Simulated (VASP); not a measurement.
# Li32S17 (a cell with a defect) in VASP: single point with PBEsol

Aim: the single point of Li32S17 (a cell with a defect) with PBEsol.

Program: VASP 6.6.1. These are calculated values, not measurements. Logs are shortened: lines on timing, memory, paths and dates and some standing lists are left out, and cuts for length are marked.

### Step 1. The cell of the first run

The cell holds a defect, 49 atoms: a = 9.795 Å, b = 9.795 Å, c = 9.795 Å, α = 109.47°, β = 109.47°, γ = 109.47°.

### Step 2. Single point, PBEsol (with an interstitial atom, then relaxed in part)

File INCAR:

```
PREC     = Accurate       # precision mode
ENCUT    = 650            # plane-wave cutoff, eV
EDIFF    = 1E-6           # SCF threshold, eV
ISMEAR   = 0              # smearing method
SIGMA    = 0.01           # smearing width, eV
LREAL    = Auto         
LASPH    = T              # aspherical terms in the spheres
NELM     = 120            # most SCF steps
ALGO     = Normal         # electronic algorithm
ISIF     = 2              # what is computed and relaxed
LWAVE    = F              # write WAVECAR
LCHARG   = F              # write CHGCAR
GGA      = PS             # functional
NBANDS   = 129            # bands
GGA_COMPAT= F
```

File KPOINTS:

```
Automatic mesh
0
Gamma
  2 2 2
  0.5 0.5 0.5
```

File POSCAR:

```
Li32S17
1.0
    5.6548817363      5.6548817363      5.6548817363
   -5.6548817363      5.6548817363     -5.6548817363
   -5.6548817363     -5.6548817363      5.6548817363
Li S
32 17
Direct
    0.7501755643      0.0000000000      0.0000000000
    0.7520719237      0.7473628698      0.2520719237
   -0.0047090539      0.7479280763      0.0000000000
    0.7526371302      0.5047090539      0.5047090539
    0.0047090539      0.5047090539      0.2526371302
    0.2479280763      0.4952909461      0.0000000000
    0.7520719237      0.2520719237      0.7473628698
    0.0047090539      0.2526371302      0.5047090539
    0.2473628698      0.2520719237      0.2520719237
    0.5000000000      0.2501755643      0.0000000000
   -0.0047090539      0.0000000000      0.7479280763
    0.2479280763      0.0000000000      0.4952909461
    0.5000000000      0.0000000000      0.2501755643
    0.2498244357      0.7498244357      0.7498244357
    0.5000000000      0.7479280763      0.4952909461
    0.5000000000      0.4952909461      0.7479280763
    0.2498244357      0.0000000000      0.0000000000
    0.2479280763      0.7479280763      0.2526371302
    0.5000000000      0.7498244357      0.0000000000
    0.2473628698      0.4952909461      0.4952909461
    0.5000000000      0.5047090539      0.2520719237
    0.7520719237      0.5047090539      0.0000000000
    0.2479280763      0.2526371302      0.7479280763
    0.5000000000      0.2520719237      0.5047090539
    0.7501755643      0.2501755643      0.2501755643
    0.0047090539      0.2520719237      0.0000000000
    0.5000000000      0.0000000000      0.7498244357
    0.7520719237      0.0000000000      0.5047090539
    0.0047090539      0.0000000000      0.2520719237
    0.7526371302      0.7479280763      0.7479280763
   -0.0047090539      0.7473628698      0.4952909461
   -0.0047090539      0.4952909461      0.7473628698
    0.5000000000      0.2649787771      0.2649787771
    0.5000000000      0.0000000000      0.5000000000
    0.7649787771      0.0000000000      0.2649787771
    0.5000000000      0.7350212229      0.7350212229
    0.7500000000      0.7500000000      0.5000000000
    0.0000000000      0.7500000000      0.2500000000
    0.5000000000      0.5000000000      0.0000000000
    0.7500000000      0.5000000000      0.7500000000
    0.0000000000      0.5000000000      0.5000000000
    0.2500000000      0.5000000000      0.2500000000
    0.7649787771      0.2649787771      0.0000000000
    0.0000000000      0.2500000000      0.7500000000
    0.2500000000      0.2500000000      0.5000000000
    0.0000000000      0.0000000000      0.0000000000
    0.2350212229      0.0000000000      0.7350212229
    0.2350212229      0.7350212229      0.0000000000
    0.5000000000      0.0000000000      0.0000000000
```

Potentials or basis: VASP PAW PBE potentials, release 64 (Li_sv, S).

Started as:

```
$ cat potpaw_PBE.64/Li_sv/POTCAR potpaw_PBE.64/S/POTCAR > POTCAR
$ mpirun -np 1 vasp_std > vasp.out
```

OUTCAR:

```text
PREC = Accurate
   ENCUT = 650
   EDIFF = 1E-6
   ISMEAR = 0
   LREAL = Auto
   LASPH = T
   NELM = 120
   ISIF = 2
   GGA = PS

 ion  position               nearest neighbor table
   1  0.750  0.000  0.000-  46 2.45  49 2.45  43 2.55  35 2.55  36 2.55
   2  0.752  0.747  0.252-  35 2.39  38 2.43  37 2.43  39 2.45
   3  0.995  0.748  0.000-  48 2.39  40 2.43  38 2.43  46 2.45
   4  0.753  0.505  0.505-  33 2.39  37 2.43  40 2.43  41 2.45
   5  0.005  0.505  0.253-  43 2.39  38 2.43  42 2.43  41 2.45
   6  0.248  0.495  0.000-  48 2.39  44 2.43  42 2.43  39 2.45
   7  0.752  0.252  0.747-  43 2.39  44 2.43  40 2.43  34 2.45
   8  0.005  0.253  0.505-  35 2.39  44 2.43  45 2.43  41 2.45
   9  0.247  0.252  0.252-  33 2.39  42 2.43  45 2.43  46 2.45
  10  0.500  0.250  0.000-  39 2.45  49 2.45  43 2.55  47 2.55  33 2.55
  11  0.995  0.000  0.748-  47 2.39  44 2.43  37 2.43  46 2.45
  12  0.248  0.000  0.495-  47 2.39  45 2.43  38 2.43  34 2.45
  13  0.500  0.000  0.250-  34 2.45  49 2.45  35 2.55  48 2.55  33 2.55
  14  0.250  0.750  0.750-  41 2.45  49 2.45  47 2.55  48 2.55  36 2.55
  15  0.500  0.748  0.495-  36 2.39  37 2.43  42 2.43  34 2.45
  16  0.500  0.495  0.748-  36 2.39  45 2.43  40 2.43  39 2.45
  17  0.250  0.000  0.000-  46 2.45  49 2.45  47 2.55  48 2.55  33 2.55
[... 45 lines left out ...]
  48  0.235  0.735  0.000-   3 2.39   6 2.39  18 2.39  32 2.39  13 2.55  19 2.55  17 2.55  14 2.55

  49  0.500  0.000  0.000-   1 2.45  10 2.45  13 2.45  14 2.45  17 2.45  19 2.45  25 2.45  27 2.45

  LATTYP: Found a body centered cubic cell.
 ALAT       =    11.3097634726

  Lattice vectors:

 A1 = (   5.6548817363,   5.6548817363,   5.6548817363)
 A2 = (  -5.6548817363,   5.6548817363,  -5.6548817363)
 A3 = (  -5.6548817363,  -5.6548817363,   5.6548817363)

Analysis of symmetry for initial positions (statically):
=====================================================================
 Subroutine PRICEL returns:
 Original cell was already a primitive cell.

 Routine SETGRP: Setting up the symmetry group for a
 body centered cubic supercell.

 Subroutine GETGRP returns: Found 48 space group operations
 (whereof 12 operations were pure point group operations)
 out of a pool of 48 trial point group operations.

The static configuration has the point symmetry D_3d.
 The point group associated with its full space group is O_h .

Analysis of symmetry for dynamics (positions and initial velocities):
=====================================================================
 Subroutine PRICEL returns:
 Original cell was already a primitive cell.

 Routine SETGRP: Setting up the symmetry group for a
 body centered cubic supercell.
[... 192 lines left out ...]
   ISMEAR =     0;   SIGMA  =   0.01  broadening in eV -4-tet -1-fermi 0-gaus
   EFERMI_NEDOS =   21; number of points for ismear=-14 and -15
   IALGO  =     38    algorithm
   IMIX   =      4    mixing-type and parameters
     AMIX     =   0.40;   BMIX     =  1.00
     AMIX_MAG =   1.60;   BMIX_MAG =  1.00
  volume/ion in A,a.u.               =      14.76        99.62
  Fermi-wavevector in a.u.,A,eV,Ry     =   1.062967  2.008716 15.373202  1.129898
  Thomas-Fermi vector in A             =   2.198436
   LORBIT       =      0    0 simple, 1 ext, 2 COOP (PROOUT), +10 PAW based schemes
   GGA     = PS    functional components
   LHFCALC =     F    Hartree Fock is set to
   AEXX    =    0.0000 exact exchange contribution
   IVDW    =     0    specifies the selected vdW correction
   LEPSILON=     F    determine dielectric tensor
   LRPA    =     F    only Hartree local field effects (RPA)
 non-spin polarized calculation
 Gauss-broadening in eV      SIGMA  =   0.01
  energy-cutoff  :      650.00
  volume of cell :      723.32
 maximum number of plane-waves:     27236
 NGX is ok and might be reduce to    84
   NGX = 41   NGY = 41   NGZ = 41

 number of electron     197.9999962 magnetization

 Free energy of the ion-electron system (eV)
  ---------------------------------------------------
  ext. energy  EPLUGINS =         0.00000000
  ---------------------------------------------------
  free energy    TOTEN  =      -198.98338965 eV

  energy without entropy =     -198.97267564  energy(sigma->0) =     -198.97803264

 E-fermi :   2.6210     XC(G=0):  -8.8683

 val. band max:        2.6136835764   @ k =  -0.2500   0.2500   0.2500
 cond. band min:       2.6226441507   @ k =  -0.2500   0.2500   0.2500
 fundamental gap:      0.0089605743
 Fermi energy:         2.6210065602

 k-point     1 :       0.2500    0.2500    0.2500
  band No.  band energies     occupation
      1     -41.8186      2.00000
      2     -41.8098      2.00000
      3     -41.8098      2.00000
      4     -41.8098      2.00000
      5     -41.8014      2.00000
      6     -41.8014      2.00000
[... 103 lines left out ...]
    110       6.8605      0.00000
    111       6.8605      0.00000

 k-point     2 :      -0.2500    0.2500    0.2500
  band No.  band energies     occupation
      1     -41.8186      2.00000
      2     -41.8098      2.00000
      3     -41.8097      2.00000
      4     -41.8097      2.00000
      5     -41.8014      2.00000
      6     -41.8014      2.00000
[... 103 lines left out ...]
    110       7.2697      0.00000
    111       7.4138      0.00000
 [bands above 111 left out]

------------------------ aborting loop because EDIFF is reached ----------------------------------------

  FORCE on cell =-STRESS in cart. coord.  units (eV):
  Direction    XX          YY          ZZ          XY          YZ          ZX
  --------------------------------------------------------------------------------------
  -------------------------------------------------------------------------------------
  Total        6.4648035      6.4648035      6.4648035      0.0000000      0.0000000     -0.0000000
  in kB       14.3197467     14.3197467     14.3197467      0.0000000      0.0000000     -0.0000000
  external PRESSURE =      14.3197467 kB  Pullay stress =       0.0000000 kB

 VOLUME and BASIS-vectors are now :
 -----------------------------------------------------------------------------
  energy-cutoff  :      650.00
  volume of cell :      723.32
      direct lattice vectors                 reciprocal lattice vectors
     5.654881736  5.654881736  5.654881736     0.000000000  0.088419179  0.088419179
    -5.654881736  5.654881736 -5.654881736    -0.088419179  0.088419179  0.000000000
    -5.654881736 -5.654881736  5.654881736    -0.088419179  0.000000000  0.088419179

 POSITION                                       TOTAL-FORCE (eV/Angst)
 -----------------------------------------------------------------------------------
      4.24215      4.24215      4.24215         0.020413      0.020413      0.020413
     -1.39881      7.05369      1.45207        -0.007466      0.007466     -0.006762
      1.39881      9.85770      1.39881         0.007466      0.006762      0.007466
     -1.45207      4.25607      4.25607         0.006762     -0.007466     -0.007466
     -4.25607      1.45207     -1.39881         0.007466     -0.006762     -0.007466
     -1.39881      4.20282     -1.39881        -0.007466      0.006762     -0.007466
[... 41 lines left out ...]
     -2.82744      5.48548     -2.82744         0.000000     -0.011882     -0.000000
      2.82744      2.82744      2.82744         0.000000      0.000000      0.000000
 -----------------------------------------------------------------------------------
    total drift:                               -0.000000     -0.000000      0.000000

  FREE ENERGIE OF THE ION-ELECTRON SYSTEM (eV)
  ---------------------------------------------------
  free  energy   TOTEN  =      -198.9833896473 eV

  energy  without entropy=     -198.9726756418  energy(sigma->0) =     -198.97803264
```

It took 26 min on 1 thread of Oxide Virtual Turin-like, shared host; peak memory 1.1 GiB.

What came out:

```
Free energy            : -198.9834 eV
Pressure               : 1.4 GPa
Largest force          : 0.035 eV/Å
Band gap on the k mesh : zero (bands 99 and 100 overlap by 0.04 eV)
```

Forces in eV/Å, atoms in the order of the input:
```
Li   0.020  0.020  0.020
Li  -0.007  0.007 -0.007
Li   0.007  0.007  0.007
Li   0.007 -0.007 -0.007
Li   0.007 -0.007 -0.007
Li  -0.007  0.007 -0.007
Li  -0.007 -0.007  0.007
Li   0.007 -0.007 -0.007
Li   0.007  0.007  0.007
Li  -0.020  0.020 -0.020
Li   0.007  0.007  0.007
Li  -0.007 -0.007  0.007
Li  -0.020 -0.020  0.020
Li   0.020 -0.020 -0.020
Li  -0.007 -0.007  0.007
Li  -0.007  0.007 -0.007
Li  -0.020 -0.020 -0.020
Li   0.007  0.007 -0.007
Li   0.020 -0.020  0.020
Li  -0.007  0.007  0.007
Li   0.007 -0.007  0.007
Li   0.007 -0.007  0.007
Li   0.007 -0.007  0.007
Li   0.007  0.007 -0.007
Li  -0.020  0.020  0.020
Li  -0.007 -0.007 -0.007
Li   0.020  0.020 -0.020
Li   0.007  0.007 -0.007
Li  -0.007 -0.007 -0.007
Li  -0.007 -0.007 -0.007
Li  -0.007  0.007  0.007
Li  -0.007  0.007  0.007
S   -0.012  0.000  0.000
S    0.000  0.000  0.000
S    0.000  0.000  0.012
S    0.012  0.000  0.000
S    0.000  0.000  0.000
S    0.000  0.000  0.000
S    0.000  0.000  0.000
S    0.000  0.000  0.000
S    0.000  0.000  0.000
S    0.000  0.000  0.000
S    0.000  0.012  0.000
S    0.000  0.000  0.000
S    0.000  0.000  0.000
S    0.000  0.000  0.000
S    0.000  0.000 -0.012
S    0.000 -0.012  0.000
S    0.000  0.000  0.000
```

Levels at points of the mesh, in eV from the Fermi level:
| k point | band 97 | band 98 | band 99 | band 100 | band 101 | band 102 |
| --- | --- | --- | --- | --- | --- | --- |
| (0.25, 0.25, 0.25) | -1.14 | -0.04 | -0.04 | -0.04 | 3.91 | 3.91 |

Caveat: the k points lie up to 0.39 Å⁻¹ apart; the cell differs from its parent crystal (with an interstitial atom, then relaxed in part); the PAW data sets were made with another functional, which shifts forces and pressure a little.
